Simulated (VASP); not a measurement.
The system is Si2Ni.

```
Ni Si
1.0
     0.00000    2.70300    2.70300
     2.70300    0.00000    2.70300
     2.70300    2.70300    0.00000
Ni Si
1 2
Direct
  0.00000 0.00000 0.00000
  0.75000 0.75000 0.75000
  0.25000 0.25000 0.25000
```

Base run:

- Program: VASP 6.6.1
- Functional: PBE
- Potentials or basis: VASP PAW PBE potentials, release 64 (Ni_sv_GW, Si)
- Cutoff: 690 eV
- k mesh: 7 × 7 × 7
- Occupations: fermi-dirac, width 0.05 eV
- Spin: collinear spin, ferromagnetic start
- Starting moments: [1.0, 0.0, 0.0] μB
- Fixed moment: 1 μB

Its results: pressure 4.5 GPa; site moments Ni +0.44; Si +0.13 μB.

Problem. The run is repeated on the same cell with these changes: functional from PBE to PBEsol. What comes out?

Solution. Pressure 2.3 GPa; site moments Ni +0.43; Si +0.13 μB.

PBEsol binds more tightly than PBE, so the same cell stands under less pressure.

Caveats: the total moment is fixed, so each spin has its own Fermi level and the state may be an excited one; the cell stands under pressure (at least some runs); the PAW data sets were made with another functional, which shifts forces and pressure a little (at least some runs).
